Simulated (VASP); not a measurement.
# Ag (Pm-3m) in VASP: notebook

Runs on Ag. Level: PBE. Tasks: single point, relaxation of cell and atoms.

Everything below comes from runs of VASP 6.6.1. Logs are shortened: lines on timing, memory, paths and dates and some standing lists are left out, and cuts for length are marked.

**1. The cell of the first run**

The structure is cubic, space group Pm-3m (No. 221). Conventional cell: a = 2.246 Å, b = 2.246 Å, c = 2.246 Å, α = 90.00°, β = 90.00°, γ = 90.00°. Ag (site symmetry m-3m) has 6 Ag at 2.25 Å within 3.0 Å.

**2. Single point, PBE**

Input file INCAR:

```
SYSTEM = Ag
  PREC = Accurate
  ENCUT = 520
  EDIFF = 1E-6
  ISMEAR = -1
  SIGMA = 0.1
  LREAL = .False.
  LASPH = .True.
  NELM = 80
  ALGO = Normal
  ISIF = 2
  LWAVE = .False.
  LCHARG = .False.
  GGA = PE
  NBANDS = 12
```

Input file KPOINTS:

```
regular mesh
0
Gamma
  17 17 17
  0 0 0
```

Input file POSCAR:

```
Ag
1.0
    2.2461970885      0.0000000000      0.0000000000
    0.0000000000      2.2461970885      0.0000000000
    0.0000000000      0.0000000000      2.2461970885
Ag
1
Direct
    0.0000000000      0.0000000000      0.0000000000
```

Potentials or basis: VASP PAW PBE potentials, release 64 (Ag).

The run is started by

```sh
cat potpaw_PBE.64/Ag/POTCAR > POTCAR
mpirun -np 1 vasp_std > vasp.out
```

OUTCAR:

```text
SYSTEM = Ag
   PREC = Accurate
   ENCUT = 520
   EDIFF = 1E-6
   ISMEAR = -1
   LREAL = .False.
   LASPH = .True.
   NELM = 80
   ISIF = 2
   GGA = PE

 ion  position               nearest neighbor table
   1  0.000  0.000  0.000-

  LATTYP: Found a simple cubic cell.
 ALAT       =     2.2461970885

  Lattice vectors:

 A1 = (   2.2461970885,   0.0000000000,   0.0000000000)
 A2 = (   0.0000000000,   2.2461970885,   0.0000000000)
 A3 = (   0.0000000000,   0.0000000000,   2.2461970885)

Analysis of symmetry for initial positions (statically):
=====================================================================
 Subroutine PRICEL returns:
 Original cell was already a primitive cell.

 Routine SETGRP: Setting up the symmetry group for a
 simple cubic supercell.

 Subroutine GETGRP returns: Found 48 space group operations
 (whereof 48 operations were pure point group operations)
 out of a pool of 48 trial point group operations.

The static configuration has the point symmetry O_h .

Analysis of symmetry for dynamics (positions and initial velocities):
=====================================================================
 Subroutine PRICEL returns:
 Original cell was already a primitive cell.

 Routine SETGRP: Setting up the symmetry group for a
 simple cubic supercell.

 Subroutine GETGRP returns: Found 48 space group operations
 (whereof 48 operations were pure point group operations)
 out of a pool of 48 trial point group operations.

The dynamic configuration has the point symmetry O_h .

 Subroutine INISYM returns: Found 48 space group operations
 (whereof 48 operations are pure point group operations),
 and found     1 'primitive' translations

----------------------------------------------------------------------------------------

                                     Primitive cell

  volume of cell :      11.3330

  direct lattice vectors                    reciprocal lattice vectors
     2.246197089  0.000000000  0.000000000     0.445196909  0.000000000  0.000000000
     0.000000000  2.246197089  0.000000000     0.000000000  0.445196909  0.000000000
     0.000000000  0.000000000  2.246197089     0.000000000  0.000000000  0.445196909

  length of vectors
     2.246197089  2.246197089  2.246197089     0.445196909  0.445196909  0.445196909

  position of ions in fractional coordinates (direct lattice)
     0.000000000  0.000000000  0.000000000

  ion indices of the primitive-cell ions
   primitive index   ion index
                 1           1

----------------------------------------------------------------------------------------

 KPOINTS: regular mesh

Automatic generation of k-mesh.
 Grid dimensions read from file:
 generate k-points for:   17   17   17

 Generating k-lattice:

  Cartesian coordinates                     Fractional coordinates (reciprocal lattice)
     0.026188053  0.000000000  0.000000000     0.058823529  0.000000000  0.000000000
     0.000000000  0.026188053  0.000000000     0.000000000  0.058823529  0.000000000
     0.000000000  0.000000000  0.026188053     0.000000000  0.000000000  0.058823529

  Length of vectors
     0.026188053  0.026188053  0.026188053

  Shift w.r.t. Gamma in fractional coordinates (k-lattice)
     0.000000000  0.000000000  0.000000000

 Subroutine IBZKPT returns following result:
 ===========================================

 Found    165 irreducible k-points:

 Following reciprocal coordinates:
            Coordinates               Weight
  0.000000  0.000000  0.000000      1.000000
  0.058824  0.000000  0.000000      6.000000
  0.117647  0.000000  0.000000      6.000000
  0.176471  0.000000  0.000000      6.000000
  0.235294  0.000000  0.000000      6.000000
  0.294118  0.000000  0.000000      6.000000
[... 16 lines left out ...]
  0.411765  0.117647  0.000000     24.000000
  0.470588  0.117647  0.000000     24.000000
 [... further k-points ...]
   k-points           NKPTS =    165   k-points in BZ     NKDIM =    165   number of bands    NBANDS=     12
   number of dos      NEDOS =    301   number of ions     NIONS =      1
   total plane-waves  NPLWV =   5832
   dimension x,y,z NGX =    18 NGY =   18 NGZ =   18
   dimension x,y,z NGXF=    36 NGYF=   36 NGZF=   36
   ions per type =               1
   NGX,Y,Z   is equivalent  to a cutoff of  13.32, 13.32, 13.32 a.u.
   NGXF,Y,Z  is equivalent  to a cutoff of  26.64, 26.64, 26.64 a.u.
 SYSTEM =  Ag
   PREC   = accura    normal or accurate (medium, high low for compatibility)
   ISTART =      0    job   : 0-new  1-cont  2-samecut
   ICHARG =      2    charge: 1-file 2-atom 10-const
   ISPIN  =      1    spin polarized calculation?
   LNONCOLLINEAR =      F non collinear calculations
   LSORBIT =      F    spin-orbit coupling
   LASPH  =      T    aspherical Exc in radial PAW
   ENCUT  =  520.0 eV  38.22 Ry    6.18 a.u.   4.18  4.18  4.18*2*pi/ulx,y,z
   NELM   =     80;   NELMIN=  2; NELMDL= -5     # of ELM steps
   EDIFF  = 0.1E-05   stopping-criterion for ELM
   LREAL  =      F    real-space projection
   EDIFFG = 0.1E-04   stopping-criterion for IOM
   NSW    =      0    number of steps for IOM
   IBRION =     -1    ionic relax: 0-MD 1-quasi-New 2-CG
   NFREE  =      0    steps in history (QN), initial steepest desc. (CG)
   ISIF   =      2    stress and relaxation
   ISYM   =      2    0-nonsym 1-usesym 2-fastsym
   POTIM  = 0.5000    time-step for ionic-motion
   TEBEG  =    0.0;   TEEND  =   0.0 temperature during run
   PSTRESS=    0.0 pullay stress
   NELECT =      11.0000    total number of electrons
   NUPDOWN=      -1.0000    fix difference up-down
   EMIN   =  10.00;   EMAX   =-10.00  energy-range for DOS
   EFERMI =   0.00;   METHOD = LEGACY
   ISMEAR =    -1;   SIGMA  =   0.10  broadening in eV -4-tet -1-fermi 0-gaus
   EFERMI_NEDOS =   21; number of points for ismear=-14 and -15
   IALGO  =     38    algorithm
   IMIX   =      4    mixing-type and parameters
     AMIX     =   0.40;   BMIX     =  1.00
     AMIX_MAG =   1.60;   BMIX_MAG =  1.00
  volume/ion in A,a.u.               =      11.33        76.48
  Fermi-wavevector in a.u.,A,eV,Ry     =   1.620906  3.063068 35.747086  2.627337
  Thomas-Fermi vector in A             =   2.714769
   LORBIT       =      0    0 simple, 1 ext, 2 COOP (PROOUT), +10 PAW based schemes
   GGA     = PE    functional components
   LHFCALC =     F    Hartree Fock is set to
   AEXX    =    0.0000 exact exchange contribution
   IVDW    =     0    specifies the selected vdW correction
   LEPSILON=     F    determine dielectric tensor
   LRPA    =     F    only Hartree local field effects (RPA)
 non-spin polarized calculation
  energy-cutoff  :      520.00
  volume of cell :       11.33
 maximum number of plane-waves:       312
 NGX is ok and might be reduce to    18
   NGX =  9   NGY =  9   NGZ =  9

 number of electron      11.0000003 magnetization

 Free energy of the ion-electron system (eV)
  ---------------------------------------------------
  ext. energy  EPLUGINS =         0.00000000
  ---------------------------------------------------
  free energy    TOTEN  =         1.01234305 eV

  energy without entropy =        1.01736859  energy(sigma->0) =        1.01485582

 E-fermi :  15.7046     XC(G=0): -14.7036

 val. band max:       15.5816089748   @ k =   0.2941   0.2941   0.2353
 cond. band min:      15.7209353209   @ k =   0.4706   0.1765   0.0588
 fundamental gap:      0.1393263460
 Fermi energy:        15.7045609699

 k-point     1 :       0.0000    0.0000    0.0000
  band No.  band energies     occupation
      1       4.5901      2.00000
      2       5.2283      2.00000
      3       5.2283      2.00000
      4      12.9370      2.00000
      5      12.9370      2.00000
      6      12.9370      2.00000
      7      34.0610      0.00000
      8      34.0610      0.00000
      9      34.0610      0.00000
     10      42.9923      0.00000
     11      42.9923      0.00000
     12      43.6071      0.00000

 k-point     2 :       0.0588    0.0000    0.0000
  band No.  band energies     occupation
      1       4.7134      2.00000
      2       5.2538      2.00000
      3       5.3619      2.00000
      4      12.8233      2.00000
      5      12.8233      2.00000
      6      12.9459      2.00000
      7      33.1795      0.00000
      8      34.2883      0.00000
      9      34.2883      0.00000
     10      42.2731      0.00000
     11      43.1937      0.00000
     12      44.4522      0.00000

 k-point     3 :       0.1176    0.0000    0.0000
  band No.  band energies     occupation
      1       4.9978      2.00000
      2       5.3274      2.00000
      3       5.8309      2.00000
      4      12.5076      2.00000
      5      12.5076      2.00000
      6      12.9715      2.00000
      7      31.2467      0.00000
      8      34.9397      0.00000
      9      34.9397      0.00000
     10      40.7392      0.00000
     11      43.1901      0.00000
     12      46.8365      0.00000
[... 286 lines left out ...]
 k-point    23 :       0.4118    0.1176    0.0000
  band No.  band energies     occupation
      1       6.2680      2.00000
      2       7.3670      2.00000
      3       8.8887      2.00000
      4      10.3873      2.00000
      5      12.8053      2.00000
      6      13.3698      2.00000
      7      22.0705      0.00000
      8      34.2933      0.00000
      9      37.7823      0.00000
     10      41.3471      0.00000
     11      42.3064      0.00000
     12      48.4154      0.00000

 k-point    24 :       0.4706    0.1176    0.0000
  band No.  band energies     occupation
      1       6.3343      2.00000
      2       7.5759      2.00000
      3       8.7264      2.00000
      4      10.2309      2.00000
      5      12.8263      2.00000
      6      14.2833      2.00000
      7      21.0857      0.00000
      8      34.1009      0.00000
      9      38.4036      0.00000
     10      40.1718      0.00000
     11      43.3652      0.00000
     12      47.3640      0.00000

 [... further k-points ...]
[... 5 lines left out ...]
  --------------------------------------------------------------------------------------
  -------------------------------------------------------------------------------------
  Total       15.3806767     15.3806767     15.3806767      0.0000000      0.0000000     -0.0000000
  in kB     2174.4150482   2174.4150482   2174.4150482      0.0000000      0.0000000     -0.0000000
  external PRESSURE =    2174.4150482 kB  Pullay stress =       0.0000000 kB

 VOLUME and BASIS-vectors are now :
 -----------------------------------------------------------------------------
  energy-cutoff  :      520.00
  volume of cell :       11.33
      direct lattice vectors                 reciprocal lattice vectors
     2.246197089  0.000000000  0.000000000     0.445196909  0.000000000  0.000000000
     0.000000000  2.246197089  0.000000000     0.000000000  0.445196909  0.000000000
     0.000000000  0.000000000  2.246197089     0.000000000  0.000000000  0.445196909

 POSITION                                       TOTAL-FORCE (eV/Angst)
 -----------------------------------------------------------------------------------
      0.00000      0.00000      0.00000         0.000000      0.000000      0.000000
 -----------------------------------------------------------------------------------
    total drift:                                0.000000      0.000000      0.000000

  FREE ENERGIE OF THE ION-ELECTRON SYSTEM (eV)
  ---------------------------------------------------
  free  energy   TOTEN  =         1.0123430547 eV

  energy  without entropy=        1.0173685949  energy(sigma->0) =        1.01485582
```

Run time: 11 s. Hardware: 1 thread of Intel Xeon 6975P-C (Granite Rapids), shared host; peak memory 0.13 GiB.

What came out:

```
Free energy : 1.0123 eV
Pressure    : 217.4 GPa
```

**3. Single point, PBE**

Input file INCAR:

```
SYSTEM = Ag
PREC     = Accurate       ! precision mode
ENCUT    = 520            ! plane-wave cutoff, eV
EDIFF    = 1E-6           ! SCF threshold, eV
ISMEAR   = -1             ! smearing method
SIGMA    = 0.1            ! smearing width, eV
LREAL    = .False.        ! projectors in reciprocal space
LASPH    = .True.         ! aspherical terms in the spheres
NELM     = 100            ! most SCF steps
ALGO     = Normal         ! electronic algorithm
ISIF     = 2              ! what is computed and relaxed
LWAVE    = .False.        ! write WAVECAR
LCHARG   = .False.        ! write CHGCAR
GGA      = PE             ! functional
NBANDS   = 12             ! bands
```

Input file KPOINTS:

```
Automatic mesh
0
Gamma
  17 17 17
  0 0 0
```

Input file POSCAR:

```
Ag
1.0
    2.2462975635      0.0000000000      0.0000000000
    0.0000000000      2.2462975635      0.0000000000
    0.0000000000      0.0000000000      2.2462975635
Ag
1
Direct
    0.0000000000      0.0000000000      0.0000000000
```

Potentials or basis: VASP PAW PBE potentials, release 64 (Ag).

The run is started by

```sh
cat potpaw_PBE.64/Ag/POTCAR > POTCAR
mpirun -np 1 vasp_std > vasp.out
```

Wall time 9.8 s (1 thread of Intel Xeon 6975P-C (Granite Rapids), shared host); peak memory 0.13 GiB.

The run converged. Its results:

* Free energy: 1.0103 eV
* Pressure: 217.3 GPa

Levels at points of the mesh, in eV from the Fermi level:
| k point | band 2 | band 3 | band 4 | band 5 | band 6 | band 7 | band 8 | band 9 | band 10 | band 11 |
| --- | --- | --- | --- | --- | --- | --- | --- | --- | --- | --- |
| (0.00, 0.00, 0.00) | -10.47 | -10.47 | -2.77 | -2.77 | -2.77 | 18.36 | 18.36 | 18.36 | 27.29 | 27.29 |

[end of part 1 of 2]
